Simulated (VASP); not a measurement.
# C in VASP: further runs

C is run at these levels: LDA; tasks: relaxation of cell and atoms, single point.

All numbers are computed with VASP 6.6.1; they aren't measurements. Logs are shortened: lines on timing, memory, paths and dates and some standing lists are left out, and cuts for length are marked.

## 1. The cell of the first run

It takes space group Fd-3m (No. 227, cubic). Conventional cell: a = 3.567 Å, b = 3.567 Å, c = 3.567 Å, α = 90.00°, β = 90.00°, γ = 90.00°. C (site symmetry -43m) has 4 C at 1.54 Å within 2.1 Å.

## 2. Relaxation of cell and atoms, LDA

File INCAR:

```
ALGO = Normal
EDIFF = 1E-6
EDIFFG = -0.002
ENCUT = 600
GGA = CA
IBRION = 2
ISIF = 3
ISMEAR = -1
LASPH = True
LCHARG = False
LREAL = False
LWAVE = False
NELM = 60
NSW = 100
PREC = Accurate
SIGMA = 0.1
```

File KPOINTS:

```
k-points
0
Gamma
  16 16 16
```

File POSCAR:

```
C
1.0
    1.7833700000      1.7833700000      0.0000000000
   -1.7833700000      1.7833700000      0.0000000000
    0.0000000000      1.7833700000      1.7833700000
C
2
Direct
    0.5000000000      0.5000000000      0.0000000000
    0.7500000000      0.2500000000      0.5000000000
```

Potentials or basis: VASP PAW LDA potentials, release 64 (C).

Launch:

```bash
$ cat potpaw_LDA.64/C/POTCAR > POTCAR
$ mpirun -np 1 vasp_std > vasp.out
```

OUTCAR:

```text
EDIFF = 1E-6
   EDIFFG = -0.002
   ENCUT = 600
   GGA = CA
   IBRION = 2
   ISIF = 3
   ISMEAR = -1
   LASPH = True
   LREAL = False
   NELM = 60
   NSW = 100
   PREC = Accurate

 ion  position               nearest neighbor table
   1  0.500  0.500  0.000-   2 1.54   2 1.54   2 1.54   2 1.54
   2  0.750  0.250  0.500-   1 1.54   1 1.54   1 1.54   1 1.54

  LATTYP: Found a face centered cubic cell.
 ALAT       =     3.5667400000

  Lattice vectors:

 A1 = (   0.0000000000,   1.7833700000,   1.7833700000)
 A2 = (   1.7833700000,   0.0000000000,   1.7833700000)
 A3 = (   1.7833700000,   1.7833700000,   0.0000000000)

Analysis of symmetry for initial positions (statically):
=====================================================================
 Subroutine PRICEL returns:
 Original cell was already a primitive cell.

 Routine SETGRP: Setting up the symmetry group for a
 face centered cubic supercell.

 Subroutine GETGRP returns: Found 48 space group operations
 (whereof 24 operations were pure point group operations)
 out of a pool of 48 trial point group operations.

The static configuration has the point symmetry T_d .
 The point group associated with its full space group is O_h .

Analysis of symmetry for dynamics (positions and initial velocities):
=====================================================================
 Subroutine PRICEL returns:
 Original cell was already a primitive cell.

 Routine SETGRP: Setting up the symmetry group for a
 face centered cubic supercell.

 Subroutine GETGRP returns: Found 48 space group operations
 (whereof 24 operations were pure point group operations)
 out of a pool of 48 trial point group operations.

The dynamic configuration has the point symmetry T_d .
 The point group associated with its full space group is O_h .

 Subroutine INISYM returns: Found 48 space group operations
 (whereof 24 operations are pure point group operations),
 and found     1 'primitive' translations

----------------------------------------------------------------------------------------

                                     Primitive cell

  volume of cell :      11.3437

  direct lattice vectors                    reciprocal lattice vectors
     1.783370000  1.783370000  0.000000000     0.280368067  0.280368067 -0.280368067
    -1.783370000  1.783370000  0.000000000    -0.280368067  0.280368067 -0.280368067
[... 94 lines left out ...]
   TEBEG  =    0.0;   TEEND  =   0.0 temperature during run
   PSTRESS=    0.0 pullay stress
   NELECT =       8.0000    total number of electrons
   NUPDOWN=      -1.0000    fix difference up-down
   EMIN   =  10.00;   EMAX   =-10.00  energy-range for DOS
   EFERMI =   0.00;   METHOD = LEGACY
   ISMEAR =    -1;   SIGMA  =   0.10  broadening in eV -4-tet -1-fermi 0-gaus
   EFERMI_NEDOS =   21; number of points for ismear=-14 and -15
   IALGO  =     38    algorithm
   IMIX   =      4    mixing-type and parameters
     AMIX     =   0.40;   BMIX     =  1.00
     AMIX_MAG =   1.60;   BMIX_MAG =  1.00
  volume/ion in A,a.u.               =       5.67        38.28
  Fermi-wavevector in a.u.,A,eV,Ry     =   1.457203  2.753714 28.891161  2.123440
  Thomas-Fermi vector in A             =   2.574032
   LORBIT       =      0    0 simple, 1 ext, 2 COOP (PROOUT), +10 PAW based schemes
   GGA     = CA    functional components
   LHFCALC =     F    Hartree Fock is set to
   AEXX    =    0.0000 exact exchange contribution
   IVDW    =     0    specifies the selected vdW correction
   LEPSILON=     F    determine dielectric tensor
   LRPA    =     F    only Hartree local field effects (RPA)
 conjugate gradient relaxation of ions
 non-spin polarized calculation
  energy-cutoff  :      600.00
  volume of cell :       11.34
 maximum number of plane-waves:       391
   NGX =  9   NGY =  9   NGZ =  9

--------------------------------------- Ionic step        1  -------------------------------------------

 number of electron       7.9999999 magnetization

 Free energy of the ion-electron system (eV)
  ---------------------------------------------------
  ext. energy  EPLUGINS =         0.00000000
  ---------------------------------------------------
  free energy    TOTEN  =       -20.24152767 eV

  energy without entropy =      -20.24152767  energy(sigma->0) =      -20.24152767

------------------------ aborting loop because EDIFF is reached ----------------------------------------

  FORCE on cell =-STRESS in cart. coord.  units (eV):
  Direction    XX          YY          ZZ          XY          YZ          ZX
  --------------------------------------------------------------------------------------
  -------------------------------------------------------------------------------------
  Total       -0.8757696     -0.8757696     -0.8757696     -0.0000000      0.0000000     -0.0000000
  in kB     -123.6932716   -123.6932716   -123.6932716     -0.0000000      0.0000000     -0.0000000
  external PRESSURE =    -123.6932716 kB  Pullay stress =       0.0000000 kB
[... 167 lines left out ...]
--------------------------------------- Ionic step        6  -------------------------------------------

 number of electron       7.9999998 magnetization

 Free energy of the ion-electron system (eV)
  ---------------------------------------------------
  ext. energy  EPLUGINS =         0.00000000
  ---------------------------------------------------
  free energy    TOTEN  =       -20.25386949 eV

  energy without entropy =      -20.25386949  energy(sigma->0) =      -20.25386949

 E-fermi :  11.9331     XC(G=0): -13.6353

 val. band max:       10.1358089092   @ k =   0.0000   0.0000   0.0000
 cond. band min:      14.3027358849   @ k =  -0.3750   0.3750   0.0000
 fundamental gap:      4.1669269757
 Fermi energy:        11.9330769982

 k-point     1 :       0.0000    0.0000    0.0000
  band No.  band energies     occupation
      1     -11.5584      2.00000
      2      10.1358      2.00000
      3      10.1358      2.00000
      4      10.1358      2.00000
      5      15.7573      0.00000
      6      15.7573      0.00000
      7      15.7573      0.00000
      8      24.3358      0.00000
[... 243 lines left out ...]
 k-point    24 :      -0.0625    0.0625    0.0000
  band No.  band energies     occupation
      1     -11.4117      2.00000
      2       9.5634      2.00000
      3       9.5634      2.00000
      4       9.7984      2.00000
      5      15.6463      0.00000
      6      16.4542      0.00000
      7      16.4542      0.00000
      8      24.3831      0.00000

 [... further k-points ...]
[... 5 lines left out ...]
  --------------------------------------------------------------------------------------
  -------------------------------------------------------------------------------------
  Total       -0.0022559     -0.0022559     -0.0022559      0.0000000      0.0000000     -0.0000000
  in kB       -0.3276665     -0.3276665     -0.3276665      0.0000000      0.0000000     -0.0000000
  external PRESSURE =      -0.3276665 kB  Pullay stress =       0.0000000 kB
[... 17 lines left out ...]
  FREE ENERGIE OF THE ION-ELECTRON SYSTEM (eV)
  ---------------------------------------------------
  free  energy   TOTEN  =       -20.2538694892 eV

  energy  without entropy=      -20.2538694890  energy(sigma->0) =      -20.25386949

 reached required accuracy - stopping structural energy minimisation
```

Run time: 13 s. Hardware: 1 thread of Intel Xeon 6975P-C (Granite Rapids), shared host; peak memory 0.12 GiB.

Results:

- Free energy: -20.2539 eV
- Relaxed volume: 5.52 Å³/atom
- Relaxed cell: a = 2.499 Å, b = 2.499 Å, c = 2.499 Å, α = 60.00°, β = 60.00°, γ = 90.00°
- Space group after relaxing (to 0.05 Å): Fd-3m (No. 227)
- Energy gained by relaxing: 6.2 meV/atom
- Ionic steps: 6
- Pressure after relaxing: 0.0 GPa
- Band gap on the k mesh: 4.17 eV, indirect (least direct gap 5.62 eV)

Step by step:
```
step  energy change (eV)  largest force (eV/Å)  pressure (GPa)  volume (Å³)
   1              0.0000                0.0000          -12.37        11.34
   2              0.0090                0.0000           17.94        10.64
   3             -0.0123                0.0000           -0.11        11.03
   4             -0.0123                0.0000            0.15        11.03
   5             -0.0123                0.0000           -0.15        11.03
   6             -0.0123                0.0000           -0.03        11.03
```

Final structure:
```cif
data_structure
_symmetry_space_group_name_H-M 'P 1'
_symmetry_Int_Tables_number 1
_cell_length_a 2.4987
_cell_length_b 2.4987
_cell_length_c 2.4987
_cell_angle_alpha 60.000
_cell_angle_beta 60.000
_cell_angle_gamma 90.000
_cell_volume 11.03
loop_
_atom_site_label
_atom_site_type_symbol
_atom_site_fract_x
_atom_site_fract_y
_atom_site_fract_z
_atom_site_occupancy
C1 C 0.50000 0.50000 0.00000 1
C2 C 0.75000 0.25000 0.50000 1
```

A k mesh can miss the band edges. Zero-point motion and thermal expansion aren't in these numbers.

## 3. Single point, LDA (in-plane strain +0.01, then relaxed in part)

File INCAR:

```
PREC = Accurate
ENCUT = 910
EDIFF = 1E-6
ISMEAR = 0
SIGMA = 0.01
LREAL = False
LASPH = True
NELM = 120
ALGO = Normal
ISIF = 2
LWAVE = False
LCHARG = False
GGA = CA
NBANDS = 11
GGA_COMPAT = False
```

File KPOINTS:

```
regular mesh
0
Gamma
  12 12 12
```

File POSCAR:

```
C
1.0
    1.7835325966      1.7835325966      0.0000000000
   -1.7835325966      1.7835325966      0.0000000000
    0.0000000000      1.7835325966      1.7611489718
C
2
Direct
    0.5000000000      0.5000000000      0.0000000000
    0.7500000000      0.2500000000      0.5000000000
```

Potentials or basis: VASP PAW LDA potentials, release 64 (C_h).

Launch:

```bash
$ cat potpaw_LDA.64/C_h/POTCAR > POTCAR
$ mpirun -np 1 vasp_std > vasp.out
```

OUTCAR:

```text
PREC = Accurate
   ENCUT = 910
   EDIFF = 1E-6
   ISMEAR = 0
   LREAL = False
   LASPH = True
   NELM = 120
   ISIF = 2
   GGA = CA

 ion  position               nearest neighbor table
   1  0.500  0.500  0.000-
   2  0.750  0.250  0.500-

  LATTYP: Found a body centered tetragonal cell.
 ALAT       =     2.5222959870
 C/A-ratio  =     1.3964649517

  Lattice vectors:

 A1 = (   1.7835325966,   0.0000000000,  -1.7611489718)
 A2 = (  -1.7835325966,   0.0000000000,  -1.7611489718)
 A3 = (   0.0000000000,   1.7835325966,   1.7611489718)

Analysis of symmetry for initial positions (statically):
=====================================================================
 Subroutine PRICEL returns:
 Original cell was already a primitive cell.

 Routine SETGRP: Setting up the symmetry group for a
 body centered tetragonal supercell.

 Subroutine GETGRP returns: Found 16 space group operations
 (whereof  8 operations were pure point group operations)
 out of a pool of 16 trial point group operations.

The static configuration has the point symmetry D_2d.
 The point group associated with its full space group is D_4h.

Analysis of symmetry for dynamics (positions and initial velocities):
=====================================================================
 Subroutine PRICEL returns:
 Original cell was already a primitive cell.

 Routine SETGRP: Setting up the symmetry group for a
 body centered tetragonal supercell.

 Subroutine GETGRP returns: Found 16 space group operations
 (whereof  8 operations were pure point group operations)
 out of a pool of 16 trial point group operations.

The dynamic configuration has the point symmetry D_2d.
 The point group associated with its full space group is D_4h.

 Subroutine INISYM returns: Found 16 space group operations
 (whereof  8 operations are pure point group operations),
 and found     1 'primitive' translations

----------------------------------------------------------------------------------------

                                     Primitive cell

  volume of cell :      11.2044

  direct lattice vectors                    reciprocal lattice vectors
     1.783532597  1.783532597  0.000000000     0.280342507  0.280342507 -0.283905568
    -1.783532597  1.783532597  0.000000000    -0.280342507  0.280342507 -0.283905568
     0.000000000  1.783532597  1.761148972     0.000000000  0.000000000  0.567811137

  length of vectors
     2.522295987  2.522295987  2.506518347     0.487633279  0.487633279  0.567811137

  position of ions in fractional coordinates (direct lattice)
     0.500000000  0.500000000  0.000000000
     0.750000000  0.250000000  0.500000000

  ion indices of the primitive-cell ions
   primitive index   ion index
                 1           1
                 2           2

----------------------------------------------------------------------------------------

 KPOINTS: regular mesh

Automatic generation of k-mesh.
 Grid dimensions read from file:
 generate k-points for:   12   12   12

 Generating k-lattice:

  Cartesian coordinates                     Fractional coordinates (reciprocal lattice)
     0.023361876  0.023361876 -0.023658797     0.083333333  0.000000000  0.000000000
    -0.023361876  0.023361876 -0.023658797     0.000000000  0.083333333  0.000000000
     0.000000000  0.000000000  0.047317595     0.000000000  0.000000000  0.083333333

  Length of vectors
     0.040636107  0.040636107  0.047317595

  Shift w.r.t. Gamma in fractional coordinates (k-lattice)
     0.000000000  0.000000000  0.000000000

 Subroutine IBZKPT returns following result:
 ===========================================

 Found    163 irreducible k-points:

 Following reciprocal coordinates:
            Coordinates               Weight
  0.000000  0.000000  0.000000      1.000000
  0.083333  0.000000  0.000000      8.000000
  0.166667  0.000000 -0.000000      8.000000
  0.250000  0.000000 -0.000000      8.000000
  0.333333  0.000000 -0.000000      8.000000
  0.416667  0.000000 -0.000000      8.000000
[... 16 lines left out ...]
  0.500000  0.166667  0.000000     16.000000
 -0.416667  0.166667  0.000000     16.000000
 [... further k-points ...]
   k-points           NKPTS =    163   k-points in BZ     NKDIM =    163   number of bands    NBANDS=     11
   number of dos      NEDOS =    301   number of ions     NIONS =      2
   total plane-waves  NPLWV =  21952
   dimension x,y,z NGX =    28 NGY =   28 NGZ =   28
   dimension x,y,z NGXF=    56 NGYF=   56 NGZF=   56
   ions per type =               2
   NGX,Y,Z   is equivalent  to a cutoff of  18.45, 18.45, 18.57 a.u.
   NGXF,Y,Z  is equivalent  to a cutoff of  36.91, 36.91, 37.14 a.u.
 SYSTEM =  unknown system
   PREC   = accura    normal or accurate (medium, high low for compatibility)
   ISTART =      0    job   : 0-new  1-cont  2-samecut
   ICHARG =      2    charge: 1-file 2-atom 10-const
   ISPIN  =      1    spin polarized calculation?
   LNONCOLLINEAR =      F non collinear calculations
   LSORBIT =      F    spin-orbit coupling
   LASPH  =      T    aspherical Exc in radial PAW
   ENCUT  =  910.0 eV  66.88 Ry    8.18 a.u.   6.20  6.20  6.17*2*pi/ulx,y,z
   NELM   =    120;   NELMIN=  2; NELMDL= -5     # of ELM steps
   EDIFF  = 0.1E-05   stopping-criterion for ELM
   LREAL  =      F    real-space projection
   EDIFFG = 0.1E-04   stopping-criterion for IOM
   NSW    =      0    number of steps for IOM
   IBRION =     -1    ionic relax: 0-MD 1-quasi-New 2-CG
   NFREE  =      0    steps in history (QN), initial steepest desc. (CG)
   ISIF   =      2    stress and relaxation
   ISYM   =      2    0-nonsym 1-usesym 2-fastsym
   POTIM  = 0.5000    time-step for ionic-motion
   TEBEG  =    0.0;   TEEND  =   0.0 temperature during run
   PSTRESS=    0.0 pullay stress
   NELECT =       8.0000    total number of electrons
   NUPDOWN=      -1.0000    fix difference up-down
   EMIN   =  10.00;   EMAX   =-10.00  energy-range for DOS
   EFERMI =   0.00;   METHOD = LEGACY
   ISMEAR =     0;   SIGMA  =   0.01  broadening in eV -4-tet -1-fermi 0-gaus
   EFERMI_NEDOS =   21; number of points for ismear=-14 and -15
   IALGO  =     38    algorithm
   IMIX   =      4    mixing-type and parameters
     AMIX     =   0.40;   BMIX     =  1.00
     AMIX_MAG =   1.60;   BMIX_MAG =  1.00
  volume/ion in A,a.u.               =       5.60        37.81
  Fermi-wavevector in a.u.,A,eV,Ry     =   1.463217  2.765079 29.130131  2.141004
  Thomas-Fermi vector in A             =   2.579338
   LORBIT       =      0    0 simple, 1 ext, 2 COOP (PROOUT), +10 PAW based schemes
   GGA     = CA    functional components
   LHFCALC =     F    Hartree Fock is set to
   AEXX    =    0.0000 exact exchange contribution
   IVDW    =     0    specifies the selected vdW correction
   LEPSILON=     F    determine dielectric tensor
   LRPA    =     F    only Hartree local field effects (RPA)
 non-spin polarized calculation
 Gauss-broadening in eV      SIGMA  =   0.01
  energy-cutoff  :      910.00
  volume of cell :       11.20
 maximum number of plane-waves:       725
 NGX is ok and might be reduce to    28
   NGX = 13   NGY = 13   NGZ = 13

 number of electron       8.0000000 magnetization

 Free energy of the ion-electron system (eV)
  ---------------------------------------------------
  ext. energy  EPLUGINS =         0.00000000
  ---------------------------------------------------
  free energy    TOTEN  =       -20.26005667 eV

  energy without entropy =      -20.26005667  energy(sigma->0) =      -20.26005667

 E-fermi :  11.3149     XC(G=0): -13.7115

 val. band max:       11.1882432058   @ k =   0.0000   0.0000   0.0000
 cond. band min:      15.0235511023   @ k =   0.0000   0.0000   0.3333
 fundamental gap:      3.8353078965
 Fermi energy:        11.3149121003

 k-point     1 :       0.0000    0.0000    0.0000
  band No.  band energies     occupation
      1     -10.4226      2.00000
      2      10.9992      2.00000
      3      10.9992      2.00000
      4      11.1882      2.00000
      5      16.5389      0.00000
      6      16.6937      0.00000
      7      16.6937      0.00000
      8      24.8932      0.00000
      9      30.2328      0.00000
     10      37.4868      0.00000
     11      38.1267      0.00000
[... 309 lines left out ...]
 k-point    24 :      -0.4167    0.1667    0.0000
  band No.  band energies     occupation
      1      -6.2304      2.00000
      2       1.3016      2.00000
      3       6.7193      2.00000
      4       7.0332      2.00000
      5      17.8099      0.00000
      6      21.9522      0.00000
      7      22.4065      0.00000
      8      23.7982      0.00000
      9      31.9128      0.00000
     10      33.4542      0.00000
     11      38.4915      0.00000

 [... further k-points ...]
[... 5 lines left out ...]
  --------------------------------------------------------------------------------------
  -------------------------------------------------------------------------------------
  Total       -0.7743893     -0.7743893      0.0431988      0.0000000      0.0000000      0.0000000
  in kB     -110.7341847   -110.7341847      6.1772358      0.0000000      0.0000000      0.0000000
  external PRESSURE =     -71.7637112 kB  Pullay stress =       0.0000000 kB

 VOLUME and BASIS-vectors are now :
 -----------------------------------------------------------------------------
  energy-cutoff  :      910.00
  volume of cell :       11.20
      direct lattice vectors                 reciprocal lattice vectors
     1.783532597  1.783532597  0.000000000     0.280342507  0.280342507 -0.283905568
    -1.783532597  1.783532597  0.000000000    -0.280342507  0.280342507 -0.283905568
     0.000000000  1.783532597  1.761148972     0.000000000  0.000000000  0.567811137

 POSITION                                       TOTAL-FORCE (eV/Angst)
 -----------------------------------------------------------------------------------
      0.00000      1.78353      0.00000         0.000000      0.000000      0.000000
      0.89177      2.67530      0.88057        -0.000000     -0.000000      0.000000
 -----------------------------------------------------------------------------------
    total drift:                               -0.000000      0.000000     -0.000000

  FREE ENERGIE OF THE ION-ELECTRON SYSTEM (eV)
  ---------------------------------------------------
  free  energy   TOTEN  =       -20.2600566735 eV

  energy  without entropy=      -20.2600566735  energy(sigma->0) =      -20.26005667
```

Run time: 32 s. Hardware: 1 thread of Intel Xeon Platinum 8259CL at 2.50GHz (Skylake/Cascade Lake), shared host; peak memory 0.15 GiB.

What came out:

```
Free energy            : -20.2601 eV
Pressure               : -7.2 GPa
Band gap on the k mesh : 3.84 eV, indirect (least direct gap 5.35 eV)
```

Caveat: the cell differs from its parent crystal (in-plane strain +0.01, then relaxed in part); the cutoff is under 1.25 times the usual one of these potentials, so pressure, stress and relaxed cells hold a basis-set (Pulay) error.

(Part 1 of 3 ends here.)
